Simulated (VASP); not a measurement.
Write the native input for VASP 6.6.1 that does the following.

| Property | Result |
| --- | --- |
| Task | single point |
| Functional | PBE |
| Potentials or basis | VASP PAW PBE potentials, release 64 (In_d, B, S) |
| Cutoff | 520 eV |
| k mesh | 6 × 6 × 4 |
| Occupations | gaussian, width 0.1 eV |
| Spin | no spin polarisation |
| Dipole correction | no |
| Further INCAR settings | ALGO = Normal; EDIFF = 1e-06; NBANDS = 22 |

The structure of InBS2 lies in POSCAR:

```
InBS2
1.0
    3.6613954300      0.0000000000      0.0000000000
   -1.8306977200      3.1708614600      0.0000000000
    0.0000000000      0.0000000000      5.6751629200
In B S
1 1 2
Direct
    0.0000000000      0.0000000000      0.5000000000
    0.0000000000      0.0000000000      0.0000000000
    0.3333333300      0.6666666700      0.2500000000
    0.6666666700      0.3333333300      0.7500000000
```

These files were run (other wordings do the same):

INCAR

```
ALGO = Normal
EDIFF = 1E-6
ENCUT = 520
GGA = PE
ISIF = 2
ISMEAR = 0
LASPH = T
LCHARG = F
LREAL = F
LWAVE = F
NBANDS = 22
NELM = 80
PREC = Accurate
SIGMA = 0.1
```

KPOINTS

```
k-points
0
Gamma
  6 6 4
```

Potentials or basis: VASP PAW PBE potentials, release 64 (In_d, B, S).

Command:

```sh
$ cat potpaw_PBE.64/In_d/POTCAR potpaw_PBE.64/B/POTCAR potpaw_PBE.64/S/POTCAR > POTCAR
$ mpirun -np 1 vasp_std > vasp.out
```

Results of the run:

The pressure is 12.0 GPa and the largest force is 1.480 eV/Å. The band gap on the k mesh is zero (band 14 reaches 7.85 eV, above the bottom of band 15 at 7.80 eV).

Caveat: spin-orbit coupling is left out, which moves the levels of the heavy elements; forces of over 1 eV/Å act on the atoms, so gaps and moduli don't describe the material at rest.

Run time: 60 s on 1 thread of Intel Xeon 8259CL, on a shared host, peak memory 0.19 GiB.
